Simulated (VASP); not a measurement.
# Be3ZnSe4 (I-42m) in VASP: a series of runs, part 2 of 2

VASP 6.6.1. The steps go on from the part before.

### Step 4. Single point, PBE

This run uses another cell than the first one, of 18.76 Å³/atom, 1.005 times its volume.

File INCAR:

```
SYSTEM = Be3ZnSe4
PREC = Accurate
ENCUT = 520
EDIFF = 1E-7
ISMEAR = 0
SIGMA = 0.02
LREAL = .FALSE.
LASPH = .TRUE.
NELM = 80
ALGO = Normal
ISIF = 2
LWAVE = .FALSE.
LCHARG = .FALSE.
GGA = PE
NBANDS = 31
```

File KPOINTS:

```
Automatic mesh
0
G
  6 6 6
  0 0 0
```

File POSCAR:

```
Be3ZnSe4
1.0
   -2.6611407435      2.6611407435      5.2987228709
    2.6611407435     -2.6611407435      5.2987228709
    2.6611407435      2.6611407435     -5.2987228709
Be Zn Se
3 1 4
Direct
    0.7500000000      0.2500000000      0.5000000000
    0.2500000000      0.7500000000      0.5000000000
    0.5000000000      0.5000000000      0.0000000000
    0.0000000000      0.0000000000      0.0000000000
    0.3981458419      0.8649631783      0.0000000000
    0.8649631783      0.3981458419      0.0000000000
    0.6018541581      0.6018541581      0.4668173364
    0.1350368217      0.1350368217      0.5331826636
```

Potentials or basis: VASP PAW PBE potentials, release 64 (Be, Zn, Se).

Launch:

```bash
$ cat potpaw_PBE.64/Be/POTCAR potpaw_PBE.64/Zn/POTCAR potpaw_PBE.64/Se/POTCAR > POTCAR
$ mpirun -np 1 vasp_std > vasp.out
```

OUTCAR:

```text
SYSTEM = Be3ZnSe4
   PREC = Accurate
   ENCUT = 520
   EDIFF = 1E-7
   ISMEAR = 0
   LREAL = .FALSE.
   LASPH = .TRUE.
   NELM = 80
   ISIF = 2
   GGA = PE

 ion  position               nearest neighbor table
   1  0.750  0.250  0.500-   6 2.27   7 2.27   8 2.27   5 2.27
   2  0.250  0.750  0.500-   5 2.27   7 2.27   8 2.27   6 2.27
   3  0.500  0.500  0.000-   5 2.24   6 2.24   7 2.24   8 2.24
   4  0.000  0.000  0.000-   8 2.44   5 2.44   6 2.44   7 2.44
   5  0.398  0.865  0.000-   3 2.24   1 2.27   2 2.27   4 2.44
   6  0.865  0.398  0.000-   3 2.24   2 2.27   1 2.27   4 2.44
   7  0.602  0.602  0.467-   3 2.24   2 2.27   1 2.27   4 2.44
   8  0.135  0.135  0.533-   3 2.24   2 2.27   1 2.27   4 2.44

  LATTYP: Found a body centered tetragonal cell.
 ALAT       =     5.3222814870
 C/A-ratio  =     1.9911471739

  Lattice vectors:

 A1 = (  -2.6611407435,   2.6611407435,   5.2987228709)
 A2 = (   2.6611407435,  -2.6611407435,   5.2987228709)
 A3 = (   2.6611407435,   2.6611407435,  -5.2987228709)

Analysis of symmetry for initial positions (statically):
=====================================================================
 Subroutine PRICEL returns:
[... 192 lines left out ...]
      1     -10.8475      2.00000
      2      -9.3165      2.00000
      3      -9.2846      2.00000
      4      -9.2846      2.00000
      5      -3.5210      2.00000
      6      -3.5141      2.00000
[... 805 lines left out ...]
     30       8.6677      0.00000
     31       9.2559      0.00000

 [... further k-points ...]

------------------------ aborting loop because EDIFF is reached ----------------------------------------

  FORCE on cell =-STRESS in cart. coord.  units (eV):
  Direction    XX          YY          ZZ          XY          YZ          ZX
  --------------------------------------------------------------------------------------
  -------------------------------------------------------------------------------------
  Total        0.1772873      0.1772873      0.1723656      0.0000000      0.0000000      0.0000000
  in kB        1.8924364      1.8924364      1.8399006      0.0000000      0.0000000      0.0000000
  external PRESSURE =       1.8749245 kB  Pullay stress =       0.0000000 kB

 VOLUME and BASIS-vectors are now :
 -----------------------------------------------------------------------------
  energy-cutoff  :      520.00
  volume of cell :      150.10
      direct lattice vectors                 reciprocal lattice vectors
    -2.661140743  2.661140743  5.298722871     0.000000000  0.187889348  0.094362361
     2.661140743 -2.661140743  5.298722871     0.187889348  0.000000000  0.094362361
     2.661140743  2.661140743 -5.298722871     0.187889348  0.187889348  0.000000000

 POSITION                                       TOTAL-FORCE (eV/Angst)
 -----------------------------------------------------------------------------------
      0.00000      2.66114      2.64936         0.000000     -0.000000      0.000000
      2.66114      0.00000      2.64936         0.000000     -0.000000      0.000000
      0.00000      0.00000      5.29872         0.000000     -0.000000      0.000000
      0.00000      0.00000      0.00000         0.000000     -0.000000      0.000000
      1.24227     -1.24227      6.69286        -0.003189      0.003189      0.009361
     -1.24227      1.24227      6.69286         0.003189     -0.003189      0.009361
      1.24227      1.24227      3.90458        -0.003189     -0.003189     -0.009361
      1.41887      1.41887     -1.39414         0.003189      0.003189     -0.009361
 -----------------------------------------------------------------------------------
    total drift:                                0.000007      0.000007      0.000009

  FREE ENERGIE OF THE ION-ELECTRON SYSTEM (eV)
  ---------------------------------------------------
  free  energy   TOTEN  =       -32.4705184167 eV

  energy  without entropy=      -32.4705184167  energy(sigma->0) =      -32.47051842
```

OSZICAR:

```text
N       E                     dE             d eps       ncg     rms          rms(c)
DAV:   1     0.254357808065E+03    0.25436E+03   -0.17807E+04  1860   0.127E+03
DAV:   2    -0.405590739977E+01   -0.25841E+03   -0.24351E+03  2007   0.275E+02
DAV:   3    -0.325411305848E+02   -0.28485E+02   -0.28158E+02  2323   0.960E+01
DAV:   4    -0.332536887304E+02   -0.71256E+00   -0.71109E+00  2383   0.156E+01
DAV:   5    -0.332599506188E+02   -0.62619E-02   -0.62609E-02  2268   0.146E+00    0.728E+00
DAV:   6    -0.325607120456E+02    0.69924E+00   -0.12063E+00  2640   0.364E+01    0.521E+00
DAV:   7    -0.324622552220E+02    0.98457E-01   -0.10200E+00  2309   0.515E+00    0.191E+00
DAV:   8    -0.324678285640E+02   -0.55733E-02   -0.34155E-02  2280   0.130E+00    0.641E-01
DAV:   9    -0.324699796990E+02   -0.21511E-02   -0.67293E-03  2267   0.782E-01    0.121E-01
DAV:  10    -0.324703690847E+02   -0.38939E-03   -0.16029E-03  2336   0.543E-01    0.568E-02
DAV:  11    -0.324704786830E+02   -0.10960E-03   -0.38051E-04  2219   0.221E-01    0.218E-02
DAV:  12    -0.324705158306E+02   -0.37148E-04   -0.87615E-05  2228   0.492E-02    0.817E-03
DAV:  13    -0.324705181252E+02   -0.22947E-05   -0.78309E-06  2345   0.401E-02    0.318E-03
DAV:  14    -0.324705183972E+02   -0.27191E-06   -0.18129E-06  2300   0.148E-02    0.894E-04
DAV:  15    -0.324705184167E+02   -0.19537E-07   -0.29147E-07  2038   0.337E-03
   1 F= -.32470518E+02 E0= -.32470518E+02  d E =-.503117E-12
```

stdout:

```text
POSCAR found type information on POSCAR BeZnSe
 POSCAR found :  3 types and       8 ions
 scaLAPACK will be used
 LDA part: xc-table for (Slater+PW92), standard interpolation
 POSCAR, INCAR and KPOINTS ok, starting setup
 FFT: planning ... GRIDC
 FFT: planning ... GRID_SOFT
 FFT: planning ... GRID
 WAVECAR not read
 entering main loop
```

It took 85 s on 1 thread of Intel Xeon 6975P-C (Granite Rapids), shared host; peak memory 0.39 GiB.

Results:

- Free energy: -32.4705 eV
- Pressure: 0.2 GPa
- Largest force: 0.010 eV/Å
- Band gap on the k mesh: 2.73 eV, direct

Forces in eV/Å, atoms in the order of the input:
```
Be   0.000  0.000  0.000
Be   0.000  0.000  0.000
Be   0.000  0.000  0.000
Zn   0.000  0.000  0.000
Se  -0.003  0.003  0.009
Se   0.003 -0.003  0.009
Se  -0.003 -0.003 -0.009
Se   0.003  0.003 -0.009
```

A k mesh can miss the band edges. As with any semilocal functional, this PBE gap is likely too small.

### Step 5. The runs side by side

| cell | k mesh | smearing | gap on the mesh (eV) | pressure (GPa) | largest force (eV/Å) |
| --- | --- | --- | --- | --- | --- |
| a = 6.499 Å, angles 131.8, 131.8, 70.5°, 8 atoms | 4 × 4 × 4 | gaussian 0.1 eV | 2.69 | 2.1 | 1.95 |
| a = 6.499 Å, angles 131.7, 131.7, 70.8°, 8 atoms | 4 × 4 × 4 | gaussian 0.1 eV | 2.73 | 0.2 | 0.01 |
| a = 6.499 Å, angles 131.7, 131.7, 70.8°, 8 atoms | 6 × 6 × 6 | gaussian 0.02 eV | 2.73 | 0.2 | 0.01 |

Alike in all rows: task single point; level PBE; potentials or basis VASP PAW PBE potentials, release 64 (Be, Zn, Se); no spin polarisation; cutoff (eV) 520.

Caveats: forces of over 1 eV/Å act on the atoms, so gaps and moduli don't describe the material at rest (some runs).

Absolute energies hang on the potentials; compare differences alone.
